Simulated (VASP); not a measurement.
# Ni (P6_3/mmc) in VASP: further runs

Runs on Ni. Level: RPBE. Tasks: single point, relaxation of cell and atoms.

Everything below comes from runs of VASP 6.6.1. Logs are shortened: lines on timing, memory, paths and dates and some standing lists are left out, and cuts for length are marked.

### 1 The cell of the first run

Symmetry: P6_3/mmc, No. 194, hexagonal system. Conventional cell: a = 2.507 Å, b = 2.507 Å, c = 4.120 Å, α = 90.00°, β = 90.00°, γ = 120.00°. Ni (site symmetry -6m2) has 12 Ni at 2.51 to 2.52 Å within 3.3 Å.

### 2 Single point, RPBE

Input file INCAR:

```
SYSTEM = Ni
PREC = Accurate ; ENCUT = 520
EDIFF = 1E-6 ; ISMEAR = -1
SIGMA = 0.1 ; LREAL = .FALSE.
LASPH = .TRUE. ; NELM = 60
ALGO = Normal ; ISIF = 2
LWAVE = .FALSE. ; LCHARG = .FALSE.
GGA = RP ; NBANDS = 17
```

Input file KPOINTS:

```
Automatic mesh
0
G
  16 16 9
  0 0 0
```

Input file POSCAR:

```
Ni
1.0
    2.5066113297      0.0000000000      0.0000000000
   -1.2533056649      2.1707890889      0.0000000000
    0.0000000000      0.0000000000      4.1203743074
Ni
2
Direct
    0.3333333333      0.6666666667      0.2500000000
    0.6666666667      0.3333333333      0.7500000000
```

Potentials or basis: VASP PAW PBE potentials, release 64 (Ni).

Command:

```bash
$ cat potpaw_PBE.64/Ni/POTCAR > POTCAR
$ mpirun -np 1 vasp_std > vasp.out
```

OUTCAR:

```text
SYSTEM = Ni
   PREC = Accurate
   ENCUT = 520
   EDIFF = 1E-6
   ISMEAR = -1
   LREAL = .FALSE.
   LASPH = .TRUE.
   NELM = 60
   ISIF = 2
   GGA = RP

 ion  position               nearest neighbor table
   1  0.333  0.667  0.250-   2 2.52   2 2.52   2 2.52   2 2.52   2 2.52   2 2.52
   2  0.667  0.333  0.750-   1 2.52   1 2.52   1 2.52   1 2.52   1 2.52   1 2.52

  LATTYP: Found a hexagonal cell.
 ALAT       =     2.5066113297
 C/A-ratio  =     1.6438026345

  Lattice vectors:

 A1 = (   2.5066113297,   0.0000000000,   0.0000000000)
 A2 = (  -1.2533056649,   2.1707890889,   0.0000000000)
 A3 = (   0.0000000000,   0.0000000000,   4.1203743074)

Analysis of symmetry for initial positions (statically):
=====================================================================
 Subroutine PRICEL returns:
 Original cell was already a primitive cell.

 Routine SETGRP: Setting up the symmetry group for a
 hexagonal supercell.

 Subroutine GETGRP returns: Found 24 space group operations
 (whereof 12 operations were pure point group operations)
 out of a pool of 24 trial point group operations.

The static configuration has the point symmetry D_3d.
 The point group associated with its full space group is D_6h.

Analysis of symmetry for dynamics (positions and initial velocities):
=====================================================================
 Subroutine PRICEL returns:
 Original cell was already a primitive cell.

 Routine SETGRP: Setting up the symmetry group for a
 hexagonal supercell.

 Subroutine GETGRP returns: Found 24 space group operations
 (whereof 12 operations were pure point group operations)
 out of a pool of 24 trial point group operations.

The dynamic configuration has the point symmetry D_3d.
 The point group associated with its full space group is D_6h.

 Subroutine INISYM returns: Found 24 space group operations
 (whereof 12 operations are pure point group operations),
 and found     1 'primitive' translations

----------------------------------------------------------------------------------------

                                     Primitive cell

  volume of cell :      22.4203

  direct lattice vectors                    reciprocal lattice vectors
     2.506611330  0.000000000  0.000000000     0.398944977  0.230330990  0.000000000
    -1.253305665  2.170789089  0.000000000     0.000000000  0.460661980  0.000000000
     0.000000000  0.000000000  4.120374307     0.000000000  0.000000000  0.242696397

  length of vectors
     2.506611330  2.506611330  4.120374307     0.460661980  0.460661980  0.242696397

  position of ions in fractional coordinates (direct lattice)
     0.333333333  0.666666667  0.250000000
     0.666666667  0.333333333  0.750000000

  ion indices of the primitive-cell ions
   primitive index   ion index
                 1           1
                 2           2

----------------------------------------------------------------------------------------

 KPOINTS: Automatic mesh

Automatic generation of k-mesh.
 Grid dimensions read from file:
 generate k-points for:   16   16    9

 Generating k-lattice:

  Cartesian coordinates                     Fractional coordinates (reciprocal lattice)
     0.024934061  0.014395687  0.000000000     0.062500000 -0.000000000  0.000000000
     0.000000000  0.028791374  0.000000000     0.000000000  0.062500000  0.000000000
     0.000000000  0.000000000  0.026966266     0.000000000  0.000000000  0.111111111

  Length of vectors
     0.028791374  0.028791374  0.026966266

  Shift w.r.t. Gamma in fractional coordinates (k-lattice)
     0.000000000  0.000000000  0.000000000

 Subroutine IBZKPT returns following result:
 ===========================================

 Found    150 irreducible k-points:

 Following reciprocal coordinates:
            Coordinates               Weight
  0.000000  0.000000  0.000000      1.000000
  0.062500 -0.000000  0.000000      6.000000
  0.125000 -0.000000  0.000000      6.000000
  0.187500  0.000000  0.000000      6.000000
  0.250000 -0.000000  0.000000      6.000000
  0.312500 -0.000000  0.000000      6.000000
[... 16 lines left out ...]
  0.187500  0.187500  0.000000      6.000000
  0.250000  0.187500  0.000000     12.000000
 [... further k-points ...]
   k-points           NKPTS =    150   k-points in BZ     NKDIM =    150   number of bands    NBANDS=     17
   number of dos      NEDOS =    301   number of ions     NIONS =      2
   total plane-waves  NPLWV =  12800
   dimension x,y,z NGX =    20 NGY =   20 NGZ =   32
   dimension x,y,z NGXF=    40 NGYF=   40 NGZF=   64
   ions per type =               2
   NGX,Y,Z   is equivalent  to a cutoff of  13.26, 13.26, 12.91 a.u.
   NGXF,Y,Z  is equivalent  to a cutoff of  26.53, 26.53, 25.82 a.u.
 SYSTEM =  Ni
   PREC   = accura    normal or accurate (medium, high low for compatibility)
   ISTART =      0    job   : 0-new  1-cont  2-samecut
   ICHARG =      2    charge: 1-file 2-atom 10-const
   ISPIN  =      1    spin polarized calculation?
   LNONCOLLINEAR =      F non collinear calculations
   LSORBIT =      F    spin-orbit coupling
   LASPH  =      T    aspherical Exc in radial PAW
   ENCUT  =  520.0 eV  38.22 Ry    6.18 a.u.   4.66  4.66  7.66*2*pi/ulx,y,z
   NELM   =     60;   NELMIN=  2; NELMDL= -5     # of ELM steps
   EDIFF  = 0.1E-05   stopping-criterion for ELM
   LREAL  =      F    real-space projection
   EDIFFG = 0.1E-04   stopping-criterion for IOM
   NSW    =      0    number of steps for IOM
   IBRION =     -1    ionic relax: 0-MD 1-quasi-New 2-CG
   NFREE  =      0    steps in history (QN), initial steepest desc. (CG)
   ISIF   =      2    stress and relaxation
   ISYM   =      2    0-nonsym 1-usesym 2-fastsym
   POTIM  = 0.5000    time-step for ionic-motion
   TEBEG  =    0.0;   TEEND  =   0.0 temperature during run
   PSTRESS=    0.0 pullay stress
   NELECT =      20.0000    total number of electrons
   NUPDOWN=      -1.0000    fix difference up-down
   EMIN   =  10.00;   EMAX   =-10.00  energy-range for DOS
   EFERMI =   0.00;   METHOD = LEGACY
   ISMEAR =    -1;   SIGMA  =   0.10  broadening in eV -4-tet -1-fermi 0-gaus
   EFERMI_NEDOS =   21; number of points for ismear=-14 and -15
   IALGO  =     38    algorithm
   IMIX   =      4    mixing-type and parameters
     AMIX     =   0.40;   BMIX     =  1.00
     AMIX_MAG =   1.60;   BMIX_MAG =  1.00
  volume/ion in A,a.u.               =      11.21        75.65
  Fermi-wavevector in a.u.,A,eV,Ry     =   1.575933  2.978081 33.790948  2.483565
  Thomas-Fermi vector in A             =   2.676842
   LORBIT       =      0    0 simple, 1 ext, 2 COOP (PROOUT), +10 PAW based schemes
   GGA     = RP    functional components
   LHFCALC =     F    Hartree Fock is set to
   AEXX    =    0.0000 exact exchange contribution
   IVDW    =     0    specifies the selected vdW correction
   LEPSILON=     F    determine dielectric tensor
   LRPA    =     F    only Hartree local field effects (RPA)
 non-spin polarized calculation
  energy-cutoff  :      520.00
  volume of cell :       22.42
 maximum number of plane-waves:       618
 NGX is ok and might be reduce to    20
   NGX =  9   NGY =  9   NGZ = 15

 number of electron      20.0000012 magnetization

 Free energy of the ion-electron system (eV)
  ---------------------------------------------------
  ext. energy  EPLUGINS =         0.00000000
  ---------------------------------------------------
  free energy    TOTEN  =        -9.84643096 eV

  energy without entropy =       -9.65187804  energy(sigma->0) =       -9.74915450

 E-fermi :   8.9586     XC(G=0): -12.9521

 val. band max:        8.9563570722   @ k =   0.3125   0.0625   0.3333
 cond. band min:       8.9587683288   @ k =   0.4375  -0.0000   0.0000
 fundamental gap:      0.0024112566
 Fermi energy:         8.9585642559

 k-point     1 :       0.0000    0.0000    0.0000
  band No.  band energies     occupation
      1       0.2928      2.00000
      2       4.6744      2.00000
      3       7.1433      2.00000
      4       7.2247      2.00000
      5       7.2247      2.00000
      6       7.4848      2.00000
[... 9 lines left out ...]
     16      33.2233      0.00000
     17      34.0927      0.00000

 k-point     2 :       0.0625   -0.0000    0.0000
  band No.  band energies     occupation
      1       0.4264      2.00000
      2       4.7589      2.00000
      3       7.0480      2.00000
      4       7.2820      2.00000
      5       7.3032      2.00000
      6       7.4544      2.00000
[... 9 lines left out ...]
     16      31.7779      0.00000
     17      34.1780      0.00000

 k-point     3 :       0.1250   -0.0000    0.0000
  band No.  band energies     occupation
      1       0.8215      2.00000
      2       4.9921      2.00000
      3       6.8826      2.00000
      4       7.2462      2.00000
      5       7.3343      2.00000
      6       7.4482      2.00000
[... 9 lines left out ...]
     16      30.9871      0.00000
     17      33.8821      0.00000

 k-point     4 :       0.1875    0.0000    0.0000
  band No.  band energies     occupation
      1       1.4584      2.00000
      2       5.3023      2.00000
      3       6.6930      2.00000
      4       6.7006      2.00000
      5       7.2234      2.00000
      6       7.6229      2.00000
[... 9 lines left out ...]
     16      30.2183      0.00000
     17      31.3599      0.00000

 k-point     5 :       0.2500   -0.0000    0.0000
  band No.  band energies     occupation
      1       2.2957      2.00000
      2       5.5399      2.00000
      3       6.2479      2.00000
      4       6.5822      2.00000
      5       7.1485      2.00000
      6       7.4837      2.00000
[... 9 lines left out ...]
     16      28.7663      0.00000
     17      29.0865      0.00000

 k-point     6 :       0.3125   -0.0000    0.0000
  band No.  band energies     occupation
      1       3.2491      2.00000
      2       5.5623      2.00000
      3       5.9115      2.00000
      4       6.5794      2.00000
      5       7.2043      2.00000
      6       7.3546      2.00000
[... 9 lines left out ...]
     16      26.3583      0.00000
     17      27.2130      0.00000

 k-point     7 :       0.3750    0.0000    0.0000
  band No.  band energies     occupation
      1       4.1507      2.00000
      2       5.4462      2.00000
      3       5.6780      2.00000
      4       6.6688      2.00000
      5       7.2512      2.00000
      6       7.3162      2.00000
[... 9 lines left out ...]
     16      24.6056      0.00000
     17      25.0351      0.00000

 k-point     8 :       0.4375   -0.0000    0.0000
  band No.  band energies     occupation
      1       4.7682      2.00000
      2       5.3102      2.00000
      3       5.5413      2.00000
      4       6.8634      2.00000
      5       7.1845      2.00000
      6       7.2402      2.00000
[... 9 lines left out ...]
     16      23.1077      0.00000
     17      24.0068      0.00000
[... 203 lines left out ...]
      1       3.5762      2.00000
      2       5.7492      2.00000
      3       5.8965      2.00000
      4       6.3404      2.00000
      5       7.1279      2.00000
      6       7.2380      2.00000
[... 9 lines left out ...]
     16      26.6477      0.00000
     17      27.9100      0.00000

 k-point    20 :       0.3125    0.1250    0.0000
  band No.  band energies     occupation
      1       4.4485      2.00000
      2       5.6200      2.00000
      3       5.7089      2.00000
      4       6.4285      2.00000
      5       7.0635      2.00000
      6       7.3806      2.00000
[... 9 lines left out ...]
     16      24.4632      0.00000
     17      25.5341      0.00000

 k-point    21 :       0.3750    0.1250    0.0000
  band No.  band energies     occupation
      1       5.0269      2.00000
      2       5.4885      2.00000
      3       5.5988      2.00000
      4       6.5967      2.00000
      5       7.0549      2.00000
      6       7.2451      2.00000
[... 9 lines left out ...]
     16      22.5598      0.00000
     17      23.5669      0.00000

 k-point    22 :       0.4375    0.1250    0.0000
  band No.  band energies     occupation
      1       5.2265      2.00000
      2       5.4143      2.00000
      3       5.5625      2.00000
      4       6.7015      2.00000
      5       7.0756      2.00000
      6       7.1738      2.00000
[... 9 lines left out ...]
     16      21.5249      0.00000
     17      22.6587      0.00000

 k-point    23 :       0.1875    0.1875    0.0000
  band No.  band energies     occupation
      1       3.4982      2.00000
      2       5.9070      2.00000
      3       5.9457      2.00000
      4       6.1742      2.00000
      5       7.0871      2.00000
      6       7.2313      2.00000
[... 9 lines left out ...]
     16      28.0091      0.00000
     17      28.3432      0.00000

 k-point    24 :       0.2500    0.1875    0.0000
  band No.  band energies     occupation
      1       4.3821      2.00000
      2       5.7855      2.00000
      3       5.8697      2.00000
      4       6.1521      2.00000
      5       6.9891      2.00000
      6       7.3556      2.00000
[... 9 lines left out ...]
     16      25.8921      0.00000
     17      27.0547      0.00000

 [... further k-points ...]

------------------------ aborting loop because EDIFF is reached ----------------------------------------

  FORCE on cell =-STRESS in cart. coord.  units (eV):
  Direction    XX          YY          ZZ          XY          YZ          ZX
  --------------------------------------------------------------------------------------
  -------------------------------------------------------------------------------------
  Total        0.0515486      0.0515486      0.0351175     -0.0000000     -0.0000000      0.0000000
  in kB        3.6837130      3.6837130      2.5095357     -0.0000000     -0.0000000      0.0000000
  external PRESSURE =       3.2923206 kB  Pullay stress =       0.0000000 kB

 VOLUME and BASIS-vectors are now :
 -----------------------------------------------------------------------------
  energy-cutoff  :      520.00
  volume of cell :       22.42
      direct lattice vectors                 reciprocal lattice vectors
     2.506611330  0.000000000  0.000000000     0.398944977  0.230330990  0.000000000
    -1.253305665  2.170789089  0.000000000     0.000000000  0.460661980  0.000000000
     0.000000000  0.000000000  4.120374307     0.000000000  0.000000000  0.242696397

 POSITION                                       TOTAL-FORCE (eV/Angst)
 -----------------------------------------------------------------------------------
     -0.00000      1.44719      1.03009         0.000000      0.000000      0.000000
      1.25331      0.72360      3.09028        -0.000000      0.000000      0.000000
 -----------------------------------------------------------------------------------
    total drift:                               -0.000000      0.000000     -0.000000

  FREE ENERGIE OF THE ION-ELECTRON SYSTEM (eV)
  ---------------------------------------------------
  free  energy   TOTEN  =        -9.8464309607 eV

  energy  without entropy=       -9.6518780376  energy(sigma->0) =       -9.74915450
```

Run time: 22 s. Hardware: 1 thread of AMD EPYC 9R45 (Zen 5), shared host; peak memory 0.14 GiB.

What came out:

* Free energy: -9.8464 eV
* Pressure: 0.3 GPa
* Band gap on the k mesh: zero (band 10 reaches 9.04 eV, above the bottom of band 11 at 8.57 eV)

Stress tensor (GPa, compression positive):
```
0.37 0.00 0.00
0.00 0.37 0.00
0.00 0.00 0.25
```

Caveat: the PAW data sets were made with another functional, which shifts forces and pressure a little; the run has no spin polarisation, though such a crystal can be magnetic. Spin polarisation is off, so any magnetic state and its effect on volume and gap are missing.

(Part 1 of 2 ends here.)
